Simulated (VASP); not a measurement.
# Sn (I4_1/amd) in VASP: a series of runs, part 2 of 2

VASP 6.6.1. Earlier steps stand in the parts before.

## 4. Single point, PBEsol, non-collinear spin, zero start, spin-orbit coupling

This run uses another cell than the first one, of 26.81 Å³/atom.

The input, INCAR:

```
SYSTEM = Sn
  PREC = Accurate
  ENCUT = 520
  EDIFF = 1E-6
  ISMEAR = -1
  SIGMA = 0.1
  LREAL = .False.
  LASPH = .True.
  NELM = 150
  ALGO = Normal
  ISIF = 2
  LWAVE = .False.
  LCHARG = .False.
  MAGMOM = 0 0 0 0 0 0
  LORBIT = 11
  LSORBIT = .True.
  GGA_COMPAT = .False.
  LORBMOM = .True.
  GGA = PS
  NBANDS = 40
```

The input, KPOINTS:

```
regular mesh
0
Gamma
  7 7 7
  0 0 0
```

The input, POSCAR:

```
Sn
1.0
   -2.9028511753      2.9028511753      1.5910547164
    2.9028511753     -2.9028511753      1.5910547164
    2.9028511753      2.9028511753     -1.5910547164
Sn
2
Direct
    0.0000000000      0.0000000000      0.0000000000
    0.7500000000      0.2500000000      0.5000000000
```

Potentials or basis: VASP PAW PBE potentials, release 64 (Sn_d).

Run with:

```sh
cat potpaw_PBE.64/Sn_d/POTCAR > POTCAR
mpirun -np 1 vasp_ncl > vasp.out
```

OUTCAR:

```text
SYSTEM = Sn
   PREC = Accurate
   ENCUT = 520
   EDIFF = 1E-6
   ISMEAR = -1
   LREAL = .False.
   LASPH = .True.
   NELM = 150
   ISIF = 2
   LORBIT = 11
   LSORBIT = .True.
   GGA = PS

 ion  position               nearest neighbor table
   1  0.000  0.000  0.000-   2 3.01   2 3.01   2 3.01   2 3.01   2 3.76   2 3.76   2 3.76   2 3.76

   2  0.750  0.250  0.500-   1 3.01   1 3.01   1 3.01   1 3.01   1 3.76   1 3.76   1 3.76   1 3.76

  LATTYP: Found a body centered tetragonal cell.
 ALAT       =     5.8057023506
 C/A-ratio  =     0.5481006846

  Lattice vectors:

 A1 = (  -2.9028511753,   2.9028511753,   1.5910547164)
 A2 = (   2.9028511753,  -2.9028511753,   1.5910547164)
 A3 = (   2.9028511753,   2.9028511753,  -1.5910547164)

Analysis of symmetry for initial positions (statically):
=====================================================================
 Subroutine PRICEL returns:
 Original cell was already a primitive cell.

 Routine SETGRP: Setting up the symmetry group for a
 body centered tetragonal supercell.

 Subroutine GETGRP returns: Found 16 space group operations
 (whereof  8 operations were pure point group operations)
 out of a pool of 16 trial point group operations.

[... 1299 lines left out ...]
     0.0000000     0.0000000     0.0000000     0.0000000     0.0000000     0.0000000     0.0000000
     0.0000000     0.0000000     0.0000000     0.0000000     0.0000000     0.0000000     0.0000000
     0.0000000     0.0000000     0.0000000     0.0000000     0.0000000     0.0000000     0.0000000
     0.0000000     0.0000000     0.0000000     0.0000000     0.0000000     0.0000000     0.0000000

 Ion:    2  E_soc:     -0.1135388
 l=   1
     0.0000000    -0.0127596    -0.0127477
    -0.0127596     0.0000000    -0.0127596
    -0.0127477    -0.0127596     0.0000000
 l=   2
     0.0000000    -0.0012539     0.0000000    -0.0012539    -0.0049017
    -0.0012539     0.0000000    -0.0036966    -0.0012474    -0.0012263
     0.0000000    -0.0036966     0.0000000    -0.0036966     0.0000000
    -0.0012539    -0.0012474    -0.0036966     0.0000000    -0.0012263
    -0.0049017    -0.0012263     0.0000000    -0.0012263     0.0000000
 l=   3
     0.0000000     0.0000000     0.0000000     0.0000000     0.0000000     0.0000000     0.0000000
     0.0000000     0.0000000     0.0000000     0.0000000     0.0000000     0.0000000     0.0000000
     0.0000000     0.0000000     0.0000000     0.0000000     0.0000000     0.0000000     0.0000000
     0.0000000     0.0000000     0.0000000     0.0000000     0.0000000     0.0000000     0.0000000
     0.0000000     0.0000000     0.0000000     0.0000000     0.0000000     0.0000000     0.0000000
     0.0000000     0.0000000     0.0000000     0.0000000     0.0000000     0.0000000     0.0000000
     0.0000000     0.0000000     0.0000000     0.0000000     0.0000000     0.0000000     0.0000000

 total charge

# of ion       s       p       d       tot
------------------------------------------
    1        1.229   1.023   9.980  12.232
    2        1.229   1.023   9.980  12.232
--------------------------------------------------
tot          2.459   2.045  19.960  24.464

 magnetization (x)

# of ion       s       p       d       tot
------------------------------------------
    1       -0.000   0.000  -0.000  -0.000
    2       -0.000   0.000  -0.000  -0.000
--------------------------------------------------
tot         -0.000   0.000  -0.000  -0.000

 magnetization (y)

# of ion       s       p       d       tot
------------------------------------------
    1        0.000   0.000   0.000   0.000
    2        0.000   0.000   0.000   0.000
--------------------------------------------------
tot          0.000   0.000   0.000   0.000

 magnetization (z)

# of ion       s       p       d       tot
------------------------------------------
    1       -0.000   0.000   0.000  -0.000
    2       -0.000   0.000   0.000  -0.000
--------------------------------------------------
tot         -0.000   0.000   0.000  -0.000
```

stdout:

```text
POSCAR found type information on POSCAR Sn
 POSCAR found :  1 types and       2 ions
 scaLAPACK will be used
 -----------------------------------------------------------------------------
|                                                                             |
|                                                                             |
|     You enforced a specific xc type in the INCAR file but a different       |
|     I HOPE YOU KNOW WHAT YOU ARE DOING!                                     |
|                                                                             |
 -----------------------------------------------------------------------------

 LDA part: xc-table for (Slater+PW92), standard interpolation
 POSCAR, INCAR and KPOINTS ok, starting setup
 FFT: planning ... GRIDC
 FFT: planning ... GRID_SOFT
 FFT: planning ... GRID
 WAVECAR not read
 entering main loop
```

It took 5.2 min on 1 thread of Intel Xeon 8259CL, shared host; peak memory 0.43 GiB.

What came out:

```
Free energy                                           : -8.6777 eV
Pressure                                              : 0.0 GPa
Net moment                                            : 0.00 μB per cell
Valence electrons inside the program's atomic spheres : Sn 12.23
```

Moments on the atoms (μB; x, y, z):
```
Sn  0.00 0.00 0.00
Sn  0.00 0.00 0.00
```

Caveat: the PAW data sets were made with another functional, which shifts forces and pressure a little.

## 5. Single point, PBE, collinear spin

The input, INCAR:

```
SYSTEM = Sn
  PREC = Accurate
  ENCUT = 520
  EDIFF = 1E-6
  ISMEAR = -5
  SIGMA = 0.05
  LREAL = .False.
  LASPH = .True.
  NELM = 150
  ALGO = Normal
  ISIF = 2
  LWAVE = .False.
  LCHARG = .True.
  ISPIN = 2
  MAGMOM = 0.5 -0.25
  LORBIT = 11
  GGA = PE
  LELF = .True.
  LVHAR = .True.
  NBANDS = 25
```

The input, KPOINTS:

```
Automatic mesh
0
Gamma
  11 11 11
  0 0 0
```

The input, POSCAR:

```
Sn
1.0
   -2.9401404553      2.9401404553      1.5993019889
    2.9401404553     -2.9401404553      1.5993019889
    2.9401404553      2.9401404553     -1.5993019889
Sn
2
Direct
    0.0000000000      0.0000000000      0.0000000000
    0.7500000000      0.2500000000      0.5000000000
```

Run with:

```sh
cat potpaw_PBE.64/Sn_d/POTCAR > POTCAR
mpirun -np 1 vasp_std > vasp.out
```

Run time: 5.1 min. Hardware: 1 thread of Intel Xeon 6975P-C (Granite Rapids), shared host; peak memory 0.4 GiB.

The run converged. Its results:

```
Free energy                                           : -7.6075 eV
Pressure                                              : 1.2 GPa
Band gap on the k mesh                                : zero (filled and empty bands overlap)
Net moment                                            : 0.00 μB per cell
Valence electrons inside the program's atomic spheres : Sn 12.21
```

Stress tensor (GPa, compression positive):
```
1.29 0.00 0.00
0.00 1.29 0.00
0.00 0.00 1.14
```

Levels at points of the mesh, in eV from the Fermi level:
Spin up:
```csv
k point,band 12,band 13,band 14,band 15,band 16,band 17
"(0.00, 0.00, 0.00)",-3.70,-1.93,-1.93,3.00,6.12,6.12
```
Spin down:
```csv
k point,band 10,band 11,band 12,band 13,band 14,band 15,band 16,band 17,band 18,band 19
"(0.00, 0.00, 0.00)",-21.16,-11.00,-3.70,-1.93,-1.93,3.00,6.12,6.12,6.74,6.84
```

Caveat: spin-orbit coupling is left out, which moves the levels of the heavy elements; tetrahedron occupations give inexact forces and stress in metals.

## 6. The runs side by side

| task | level | spin | cell | k mesh | cutoff (eV) | smearing | gap on the mesh (eV) | pressure (GPa) | moment (μB) |
| --- | --- | --- | --- | --- | --- | --- | --- | --- | --- |
| relaxation of cell and atoms | PBE | off | relaxed to 20 GPa from a = 4.455 Å, angles 97.4, 97.4, 137.9°, 2 atoms | 9 × 9 × 9 | 600 | fermi-dirac 0.05 eV | none | 20.0 | - |
| relaxation of cell and atoms | PBE | off | relaxed to 30 GPa from a = 4.455 Å, angles 97.4, 97.4, 137.9°, 2 atoms | 9 × 9 × 9 | 600 | fermi-dirac 0.05 eV | none | 30.0 | - |
| single point | PBEsol | non-collinear, zero start, SOC | a = 4.403 Å, angles 97.5, 97.5, 137.6°, 2 atoms | 7 × 7 × 7 | 520 | fermi-dirac 0.1 eV | - | 0.0 | 0.00 |
| single point | PBE | collinear | a = 4.455 Å, angles 97.4, 97.4, 137.9°, 2 atoms | 11 × 11 × 11 | 520 | tetrahedron | none | 1.2 | 0.00 |

Alike in all rows: potentials or basis VASP PAW PBE potentials, release 64 (Sn_d).

Caveats: spin-orbit coupling is left out, which moves the levels of the heavy elements (at least some runs); the cell is relaxed towards a set pressure, so the run minimises the enthalpy, not the energy (at least some runs); the volume moved by over 15 % at a fixed basis, so the end points are rough (at least some runs); the PAW data sets were made with another functional, which shifts forces and pressure a little (at least some runs); tetrahedron occupations give inexact forces and stress in metals (at least some runs).

Absolute energies hang on the potentials; compare differences alone.
